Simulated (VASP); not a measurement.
# LiCl: single point with PBE

The system is LiCl.

```xyz
2
Lattice="0.0000 2.8119 2.8119 2.8119 0.0000 2.8119 2.8119 2.8119 0.0000" Properties=species:S:1:pos:R:3 pbc="T T T"
Li    4.2179    4.2179    4.2179
Cl    2.8119    2.8119    2.8119
```

| Item | Value |
| --- | --- |
| Program | VASP 6.6.1 |
| Task | single point |
| Functional | PBE |
| Potentials or basis | VASP PAW PBE potentials, release 64 (Li_sv, Cl) |
| Cutoff | 520 eV |
| k mesh | 8 × 8 × 8 |
| Occupations | gaussian, width 0.02 eV |
| Spin | no spin polarisation |
| Dipole correction | no |
| Further INCAR settings | ALGO = Normal; EDIFF = 1e-06; NBANDS = 12 |

```yaml
Band_gap_on_the_k_mesh: 5.77 eV
```

Levels at points of the mesh, in eV from the valence-band top:
| k point | band 1 | band 2 | band 3 | band 4 | band 5 | band 6 | band 7 | band 8 | band 9 | band 10 |
| --- | --- | --- | --- | --- | --- | --- | --- | --- | --- | --- |
| (0.00, 0.00, 0.00) | -43.05 | -12.56 | 0.00 | 0.00 | 0.00 | 5.77 | 10.06 | 10.06 | 10.06 | 14.28 |
| (0.50, 0.00, 0.00) | -43.05 | -12.32 | -1.78 | -0.25 | -0.25 | 8.12 | 10.23 | 10.23 | 10.28 | 15.75 |
| (0.50, 0.50, 0.00) | -43.05 | -12.25 | -1.45 | -0.73 | -0.73 | 6.67 | 9.56 | 12.71 | 13.33 | 13.33 |

Run time: 21 s on 1 thread of Intel Xeon 8259CL, on a shared host, peak memory 0.16 GiB.

 A k mesh can miss the band edges.
